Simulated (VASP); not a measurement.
Runs of VASP 6.6.1 on Si2Ni. The structure is that of space group I4/mmm (No. 139), or close to it. The cells are those of the table. 

| cell | gap on the mesh (eV) | pressure (GPa) |
| --- | --- | --- |
| a = 3.743, b = 3.743, c = 3.965 Å, angles 58.0, 58.0, 64.0°, 3 atoms | none | 0.9 |
| a = 3.663, b = 3.663, c = 3.507 Å, angles 61.4, 61.4, 57.2°, 3 atoms | none | 39.6 |
| a = 3.889, b = 3.889, c = 3.965 Å, angles 59.4, 59.4, 61.3°, 3 atoms | none | -10.4 |
| a = 3.824, b = 3.824, c = 4.117 Å, angles 57.4, 57.4, 65.1°, 3 atoms | none | (a) |
| a = 3.663, b = 3.663, c = 3.812 Å, angles 58.6, 58.6, 62.7°, 3 atoms | none | 15.9 |
| a = 3.968, b = 3.968, c = 3.812 Å, angles 61.3, 61.3, 57.4°, 3 atoms | none | -10.1 |
| a = 3.895, b = 3.895, c = 3.660 Å, angles 62.0, 62.0, 56.0°, 3 atoms | none | (b) |
| a = 3.968, b = 3.968, c = 4.117 Å, angles 58.7, 58.7, 62.5°, 3 atoms | none | -17.1 |

Alike in all rows: task single point; level PBEsol; potentials or basis VASP PAW PBE potentials, release 64 (Si, Ni); no spin polarisation; k mesh 16 × 16 × 16; cutoff (eV) 520; smearing gaussian 0.15 eV.

Question: Estimate the missing entries.

Answer: (a) -9.0; (b) 1.0.

Caveats: the PAW data sets were made with another functional, which shifts forces and pressure a little; the cell stands under tension (at least some runs); the cell stands under pressure (at least some runs).

A gap of «none» marks levels without a gap at the run's occupations.
